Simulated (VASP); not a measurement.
Runs of VASP 6.6.1 on S. The structure is that of space group Fm-3m (No. 225), or close to it. The cells are those of the table. 

```csv
cell,gap on the mesh (eV),pressure (GPa)
"a = 2.839 Å, angles 60.0°, 1 atom",none,-7.1
"a = 2.820 Å, angles 60.0°, 1 atom",none,-5.8
"a = 2.782 Å, angles 60.0°, 1 atom",none,-2.5
"a = 2.858 Å, angles 60.0°, 1 atom",none,-8.4
"a = 2.876 Å, angles 60.0°, 1 atom",none,(b)
"a = 2.763 Å, angles 60.0°, 1 atom",none,-0.5
"a = 2.802 Å, angles 60.0°, 1 atom",none,(a)
```

Alike in all rows: task single point; level PBEsol; potentials or basis VASP PAW PBE potentials, release 64 (S); no spin polarisation; k mesh 10 × 10 × 10; cutoff (eV) 520; smearing fermi-dirac 0.05 eV.

Estimate the missing entries.

(a) -4.2; (b) -9.4.

Caveats: the PAW data sets were made with another functional, which shifts forces and pressure a little.

A gap of «none» marks levels without a gap at the run's occupations.
